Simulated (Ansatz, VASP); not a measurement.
SnH2Br2: VASP beside Ansatz

```
Sn H Br
1.0
     4.33685    0.00000    0.00000
    -2.16842    3.75582    0.00000
     0.00000    0.00000    7.48593
Sn H Br
1 2 2
Direct
  0.00000 0.00000 0.00000
  0.33333 0.66667 0.79398
  0.66667 0.33333 0.20602
  0.33333 0.66667 0.22073
  0.66667 0.33333 0.77927
```

Change from the starting cell: species swapped into the CaMg2Bi2 type (P-3m1, No. 164).

Alike in both runs: task relaxation of cell and atoms; functional PBE; k mesh 12 × 12 × 6; occupations gaussian, width 0.1 eV; no spin polarisation.

|  | VASP | Ansatz |
| --- | --- | --- |
| version | VASP 6.6.1 | Ansatz 0.2.0 |
| potentials or method | VASP PAW PBE potentials, release 64 (Sn_d, H, Br), cutoff 600 eV | scalar-relativistic, plane waves, PAW |
| valence electrons in the cell | 30 | 30 |

|  | VASP | Ansatz | Ansatz less VASP |
| --- | --- | --- | --- |
| gap on the k mesh at the Fermi level, each at its own relaxed structure (eV) | none | none | - |
| relaxed volume (Å³/atom) | 24.38 | 24.25 | -0.130 |
| relaxed length of the cell vector where the two differ most in proportion (Å) | 7.551 | 7.497 | -0.0545 |

A gap of «none» marks a metal or a gap that the smearing closes.
